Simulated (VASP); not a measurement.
# C (Cmme) in VASP: notebook, part 2 of 2

VASP 6.6.1. The steps go on from the part before.

## 4. Single point, PBEsol (normal strain along x -0.0233, normal strain along y -0.0700)

The input, INCAR:

```
ALGO = Normal
EDIFF = 1E-6
ENCUT = 520
GGA = PS
ISIF = 2
ISMEAR = 0
LASPH = T
LCHARG = F
LREAL = F
LWAVE = F
NBANDS = 16
NELM = 60
PREC = Accurate
SIGMA = 0.15
```

The input, KPOINTS:

```
k-points
0
Gamma
  18 18 6
```

The input, POSCAR:

```
C
1.0
    1.2008278601     -1.9800490057      0.0000000000
    1.2008278601      1.9800490057      0.0000000000
    0.0000000000      0.0000000000      7.3778182888
C
4
Direct
    0.0833216498      0.9166783502      0.7498439858
    0.5833216498      0.4166783502      0.2501560142
    0.9166783502      0.0833216498      0.2501560142
    0.4166783502      0.5833216498      0.7498439858
```

Potentials or basis: VASP PAW PBE potentials, release 64 (C).

Launch:

```console
> cat potpaw_PBE.64/C/POTCAR > POTCAR
> mpirun -np 1 vasp_std > vasp.out
```

OUTCAR:

```text
EDIFF = 1E-6
   ENCUT = 520
   GGA = PS
   ISIF = 2
   ISMEAR = 0
   LASPH = T
   LREAL = F
   NELM = 60
   PREC = Accurate

 ion  position               nearest neighbor table
   1  0.083  0.917  0.750-   4 1.32   4 1.37   4 1.37
   2  0.583  0.417  0.250-   3 1.32   3 1.37   3 1.37
   3  0.917  0.083  0.250-   2 1.32   2 1.37   2 1.37
   4  0.417  0.583  0.750-   1 1.32   1 1.37   1 1.37

[... 658 lines left out ...]

  FORCE on cell =-STRESS in cart. coord.  units (eV):
  Direction    XX          YY          ZZ          XY          YZ          ZX
  --------------------------------------------------------------------------------------
  -------------------------------------------------------------------------------------
  Total        9.5587207     21.0796241     -0.0313659      0.0000000      0.0000000      0.0000000
  in kB      436.5115178    962.6286867     -1.4323668      0.0000000      0.0000000      0.0000000
  external PRESSURE =     465.9026126 kB  Pullay stress =       0.0000000 kB

 VOLUME and BASIS-vectors are now :
 -----------------------------------------------------------------------------
  energy-cutoff  :      520.00
  volume of cell :       35.08
      direct lattice vectors                 reciprocal lattice vectors
     1.200827860 -1.980049006  0.000000000     0.416379413 -0.252519003  0.000000000
     1.200827860  1.980049006  0.000000000     0.416379413  0.252519003  0.000000000
     0.000000000  0.000000000  7.377818289     0.000000000  0.000000000  0.135541424

 POSITION                                       TOTAL-FORCE (eV/Angst)
 -----------------------------------------------------------------------------------
      1.20083      1.65009      5.53221         0.000000      1.399156      0.000118
      1.20083     -0.32996      1.84561         0.000000      1.399156     -0.000118
      1.20083     -1.65009      1.84561         0.000000     -1.399156     -0.000118
      1.20083      0.32996      5.53221         0.000000     -1.399156      0.000118
 -----------------------------------------------------------------------------------
    total drift:                                0.000000     -0.000000     -0.000000

  FREE ENERGIE OF THE ION-ELECTRON SYSTEM (eV)
  ---------------------------------------------------
  free  energy   TOTEN  =       -37.7221014705 eV

  energy  without entropy=      -37.7218595581  energy(sigma->0) =      -37.72198051
```

OSZICAR:

```text
N       E                     dE             d eps       ncg     rms          rms(c)
DAV:   1     0.382372608999E+02    0.38237E+02   -0.80745E+03 11688   0.926E+02
DAV:   2    -0.387320513748E+02   -0.76969E+02   -0.70064E+02 16160   0.198E+02
DAV:   3    -0.414959951053E+02   -0.27639E+01   -0.27510E+01 15536   0.356E+01
DAV:   4    -0.415181447458E+02   -0.22150E-01   -0.22146E-01 14664   0.387E+00
DAV:   5    -0.415184725438E+02   -0.32780E-03   -0.32779E-03 15264   0.443E-01    0.109E+01
DAV:   6    -0.386319920738E+02    0.28865E+01   -0.20063E+00 13720   0.905E+00    0.634E+00
DAV:   7    -0.377109058897E+02    0.92109E+00   -0.24211E+00 14272   0.100E+01    0.184E+00
DAV:   8    -0.377247282720E+02   -0.13822E-01   -0.10893E-01 13824   0.203E+00    0.438E-01
DAV:   9    -0.377218163404E+02    0.29119E-02   -0.35590E-03 14832   0.416E-01    0.168E-01
DAV:  10    -0.377220677534E+02   -0.25141E-03   -0.14205E-03 13248   0.230E-01    0.104E-01
DAV:  11    -0.377220979428E+02   -0.30189E-04   -0.44467E-05 14240   0.453E-02    0.245E-02
DAV:  12    -0.377221006226E+02   -0.26798E-05   -0.23230E-06 13992   0.109E-02    0.595E-03
DAV:  13    -0.377221014705E+02   -0.84794E-06   -0.11285E-06 13352   0.786E-03
   1 F= -.37722101E+02 E0= -.37721981E+02  d E =-.241912E-03
```

stdout:

```text
POSCAR found type information on POSCAR C
 POSCAR found :  1 types and       4 ions
 scaLAPACK will be used
 -----------------------------------------------------------------------------
|                                                                             |
|                                                                             |
|     You enforced a specific xc type in the INCAR file but a different       |
|     I HOPE YOU KNOW WHAT YOU ARE DOING!                                     |
|                                                                             |
 -----------------------------------------------------------------------------

 LDA part: xc-table for (Slater+PW92), standard interpolation
 POSCAR, INCAR and KPOINTS ok, starting setup
 FFT: planning ... GRIDC
 FFT: planning ... GRID_SOFT
 FFT: planning ... GRID
 WAVECAR not read
 entering main loop
```

Wall time 3.9 min (1 thread of Intel Xeon Platinum 8488C (Sapphire Rapids), shared host); peak memory 0.25 GiB.

What came out:

* Free energy: -37.7221 eV
* Pressure: 46.6 GPa
* Largest force: 1.399 eV/Å

Forces on the atoms (eV/Å):
```
C    0.000  1.399  0.000
C    0.000  1.399  0.000
C    0.000 -1.399  0.000
C    0.000 -1.399  0.000
```

Caveat: the cell differs from its parent crystal (normal strain along x -0.0233, normal strain along y -0.0700); the stress differs along the axes, from -0 to 96 GPa; this functional lacks dispersion, which binds layers or chains, so the pressure and a relaxed spacing across them are unreliable; the PAW data sets were made with another functional, which shifts forces and pressure a little.

## 5. Single point, PBEsol (normal strain along x +0.0000, normal strain along y -0.0700)

The input, INCAR:

```
PREC = Accurate ; ENCUT = 520
EDIFF = 1E-6 ; ISMEAR = 0
SIGMA = 0.15 ; LREAL = False
LASPH = True ; NELM = 60
ALGO = Normal ; ISIF = 2
LWAVE = False ; LCHARG = False
GGA = PS ; NBANDS = 16
```

The input, KPOINTS:

```
Automatic mesh
0
Gamma
  18 18 6
```

Edit POSCAR of step 4 so:

```diff
@@ -2,4 +2,4 @@
 1.0
-    1.2008278601     -1.9800490057      0.0000000000
-    1.2008278601      1.9800490057      0.0000000000
+    1.2294746187     -1.9800490057      0.0000000000
+    1.2294746187      1.9800490057      0.0000000000
     0.0000000000      0.0000000000      7.3778182888
```

Launch:

```console
> cat potpaw_PBE.64/C/POTCAR > POTCAR
> mpirun -np 1 vasp_std > vasp.out
```

Wall time 4.1 min (1 thread of Intel Xeon Platinum 8488C (Sapphire Rapids), shared host); peak memory 0.26 GiB.

It converged, with:

```
Free energy   : -37.8741 eV
Pressure      : 34.6 GPa
Largest force : 1.884 eV/Å
```

Forces in eV/Å, atoms in the order of the input:
```
C    0.000  1.884  0.000
C    0.000  1.884  0.000
C    0.000 -1.884  0.000
C    0.000 -1.884  0.000
```

Stress tensor (GPa, compression positive):
```
15.00  0.00  0.00
 0.00 89.00  0.00
 0.00  0.00 -0.15
```

Caveat: the cell differs from its parent crystal (normal strain along x +0.0000, normal strain along y -0.0700); the stress differs along the axes, from -0 to 89 GPa; this functional lacks dispersion, which binds layers or chains, so the pressure and a relaxed spacing across them are unreliable; the PAW data sets were made with another functional, which shifts forces and pressure a little.

## 6. The runs side by side

| cell | pressure (GPa) | largest force (eV/Å) |
| --- | --- | --- |
| a = 2.631, b = 2.631, c = 7.378 Å, angles 90.0, 90.0, 120.0°, 4 atoms | -38.0 | - |
| a = 2.373, b = 2.373, c = 7.378 Å, angles 90.0, 90.0, 122.4°, 4 atoms | 46.6 | 1.20 |
| a = 2.316, b = 2.316, c = 7.378 Å, angles 90.0, 90.0, 117.5°, 4 atoms | 46.6 | 1.40 |
| a = 2.331, b = 2.331, c = 7.378 Å, angles 90.0, 90.0, 116.3°, 4 atoms | 34.6 | 1.88 |

Alike in all rows: task single point; level PBEsol; potentials or basis VASP PAW PBE potentials, release 64 (C); no spin polarisation; k mesh 18 × 18 × 6; cutoff (eV) 520; smearing gaussian 0.15 eV.

Caveats: this functional lacks dispersion, which binds layers or chains, so the pressure and a relaxed spacing across them are unreliable; the PAW data sets were made with another functional, which shifts forces and pressure a little; the stress differs along the axes, from -0 to 96 GPa (at least some runs); the stress differs along the axes, from -57 to 0 GPa (at least some runs); the stress differs along the axes, from -0 to 89 GPa (at least some runs).

Total energies depend on the potentials used, so only differences within one code and one set of settings carry meaning.
